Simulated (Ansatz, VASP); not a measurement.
## One calculation of Sn, two programs

Contents of INCAR:

```
ALGO = Normal ; EDIFF = 1E-6
ENCUT = 520 ; GGA = PS
ISIF = 2 ; ISMEAR = -1
LASPH = T ; LCHARG = T
LELF = T ; LREAL = F
LVHAR = T ; LWAVE = F
NBANDS = 13 ; NELM = 80
PREC = Accurate ; SIGMA = 0.1
```

File KPOINTS:

```
k-points
0
Gamma
  8 8 8
```

File POSCAR:

```
Sn
1.0
   -1.7559570760      1.7619458903      2.1186044158
    1.7559570760     -1.7619458903      2.1186044158
    1.7559570760      1.7619458903     -2.1186044158
Sn
1
Direct
    0.0033238040     -0.0009931105     -0.0019548735
```

Input for Ansatz:

```yaml
crystal:
  lattice:
    - [-1.755957076024893, 1.7619458902835214, 2.1186044157917743]
    - [1.7559570760248806, -1.7619458902835237, 2.1186044157917236]
    - [1.7559570760248935, 1.7619458902835192, -2.1186044157917685]
  atoms:
    - { symbol: Sn, position: [0.0033238040347604797, -0.0009931105435183579, -0.0019548734617855796] }
kpoints:
  mp_grid:
    grid: [8, 8, 8]
hamiltonian:
  xc: pbesol
  pseudopotentials:
    kind: paw
scf:
  occupations:
    method: fermi_dirac
output:
  forces: true
  stress: true
```

Alike in both runs: task single point; functional PBEsol; k mesh 8 × 8 × 8; no spin polarisation.

```csv
,VASP,Ansatz
version,VASP 6.6.1,Ansatz 0.2.0
potentials or method,"VASP PAW PBE potentials, release 64 (Sn_d)","plane waves, PAW"
plane-wave cutoff (eV),520,420
occupations,"fermi-dirac, width 0.1 eV",fermi-dirac
valence electrons in the cell,14,14
```

|  | VASP | Ansatz | Ansatz less VASP |
| --- | --- | --- | --- |
| pressure (GPa) | -0.1 | 0.0 | +0.06 |

VASP's potentials were made for PBE, not for PBEsol.
